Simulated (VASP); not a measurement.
SrAl2H2, 5 atoms in the cell. The structure is trigonal, space group P-3m1 (No. 164). Conventional cell: a = 4.550 Å, b = 4.550 Å, c = 4.849 Å, α = 90.00°, β = 90.00°, γ = 120.00°. Sr (site symmetry -3m) has 6 H at 2.68 Å and 6 Al at 3.44 Å within 3.5 Å. Al (site symmetry 3m) has 1 H at 1.70 Å within 2.3 Å. Within 2.3 Å of H (site symmetry 3m) lie 1 Al at 1.70 Å.  This cell differs from its parent crystal: volume scaled by 1.03, then relaxed in part.

| Item | Value |
| --- | --- |
| Program | VASP 6.6.1 |
| Task | single point |
| Functional | r2SCAN |
| Potentials or basis | VASP PAW PBE potentials, release 64 (Sr_sv, Al, H) |
| Cutoff | 520 eV |
| k mesh | 9 × 9 × 8 |
| Occupations | gaussian, width 0.1 eV |
| Spin | no spin polarisation |
| Dipole correction | no |
| Further INCAR settings | ALGO = Normal; EDIFF = 1e-06; NBANDS = 17 |

Potentials or basis: VASP PAW PBE potentials, release 64 (Sr_sv, Al, H).

Command:

```sh
$ cat potpaw_PBE.64/Sr_sv/POTCAR potpaw_PBE.64/Al/POTCAR potpaw_PBE.64/H/POTCAR > POTCAR
$ cp INCAR.step1 INCAR
$ mpirun -np 1 vasp_std > vasp.out
$ cp INCAR.step2 INCAR
$ mpirun -np 1 vasp_std > vasp.out
```

Hardware: 1 thread of Intel(R) Xeon(R) Platinum 8559C (Emerald Rapids) (shared host).

Q: How long does it take, and how much memory?

A: Wall time 2.6 min on 1 thread of Intel(R) Xeon(R) Platinum 8559C (Emerald Rapids) (shared host), peak memory 0.3 GiB. Counts: k points 81.
